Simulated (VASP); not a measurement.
Runs of VASP 6.6.1 on AgCl. The structure is that of space group Fm-3m (No. 225), or close to it. The cells are those of the table. 

| task | level | potentials or basis | spin | cell | k mesh | cutoff (eV) | smearing | grid for exact exchange (PRECFOCK) | exchange at q = 0 | share of exact exchange | dipole correction | screening parameter | gap on the mesh (eV) | pressure (GPa) |
| --- | --- | --- | --- | --- | --- | --- | --- | --- | --- | --- | --- | --- | --- | --- |
| band structure | PBE0 | VASP PAW PBE potentials, release 64 (Ag, Cl) | off | a = 3.868 Å, angles 60.0°, 2 atoms | 6 × 6 × 6 | 520 | gaussian 0.02 eV | Fast | truncated | 0.25 | - | - | (a) | 3.4 |
| single point | PBEsol | VASP PAW PBE potentials, release 64 (Ag, Cl) | off | a = 3.527 Å, angles 60.0°, 2 atoms | 8 × 8 × 8 | 520 | fermi-dirac 0.05 eV | - | - | - | no | - | 0.93 | 29.9 |
| relaxation of cell and atoms | PBEsol | VASP PAW PBE potentials, release 64 (Ag, Cl) | off | relaxed to 30 GPa from a = 3.868 Å, angles 60.0°, 2 atoms | 8 × 8 × 8 | 600 | fermi-dirac 0.05 eV | - | - | - | no | - | 0.93 | 30.0 |
| single point | LDA | VASP PAW LDA potentials, release 64 (Ag, Cl) | off | a = 3.816 Å, angles 60.0°, 2 atoms | 8 × 8 × 8 | 520 | fermi-dirac 0.05 eV | - | - | - | no | - | 0.65 | -1.5 |
| relaxation of cell and atoms | PBEsol | VASP PAW PBE potentials, release 64 (Ag, Cl) | off | relaxed to 10 GPa from a = 3.868 Å, angles 60.0°, 2 atoms | 8 × 8 × 8 | 600 | fermi-dirac 0.05 eV | - | - | - | no | - | 0.77 | 10.0 |
| single point | r2SCAN | VASP PAW PBE potentials, release 64 (Ag, Cl) | off | a = 3.944 Å, angles 60.0°, 2 atoms | 8 × 8 × 8 | 520 | fermi-dirac 0.05 eV | - | - | - | no | - | 1.42 | (c) |
| single point | LDA | VASP PAW LDA potentials, release 64 (Ag, Cl) | off | a = 3.789 Å, angles 60.0°, 2 atoms | 8 × 8 × 8 | 520 | fermi-dirac 0.05 eV | - | - | - | no | - | 0.65 | -0.1 |
| band structure | HSE03 | VASP PAW PBE potentials, release 64 (Ag, Cl) | off | a = 3.868 Å, angles 60.0°, 2 atoms | 6 × 6 × 6 | 520 | gaussian 0.02 eV | Fast | - | 0.25 | - | 0.3 1/Å | 2.16 | 3.5 |
| single point | PBEsol | VASP PAW PBE potentials, release 64 (Ag, Cl) | off | a = 3.919 Å, angles 60.0°, 2 atoms | 8 × 8 × 8 | 520 | fermi-dirac 0.05 eV | - | - | - | no | - | (b) | -2.6 |
| band structure | HSE06 | VASP PAW PBE potentials, release 64 (Ag, Cl) | off | a = 3.868 Å, angles 60.0°, 2 atoms | 6 × 6 × 6 | 520 | gaussian 0.02 eV | Fast | - | 0.25 | - | 0.2 1/Å | 2.40 | 3.5 |
| relaxation of cell and atoms | PBEsol | VASP PAW PBE potentials, release 64 (Ag, Cl) | off | relaxed to 5 GPa from a = 3.868 Å, angles 60.0°, 2 atoms | 8 × 8 × 8 | 600 | fermi-dirac 0.05 eV | - | - | - | no | - | 0.74 | 5.0 |
| single point | HSE06 | VASP PAW PBE potentials, release 64 (Ag, Cl) | SOC, no magnetisation | a = 3.868 Å, angles 60.0°, 2 atoms | 6 × 6 × 6 | 520 | gaussian 0.02 eV | Fast | - | 0.25 | - | 0.2 1/Å | - | 3.4 |

Problem. Estimate the missing entries.

Solution. (a) 3.08; (b) 0.73; (c) -0.9.

Caveats: the PAW data sets were made with another functional, which shifts forces and pressure a little (at least some runs); the cell stands under pressure (at least some runs); the cell is relaxed towards a set pressure, so the run minimises the enthalpy, not the energy (at least some runs).

A k mesh can miss the band edges, and rows without SOC leave out spin-orbit coupling on Ag.
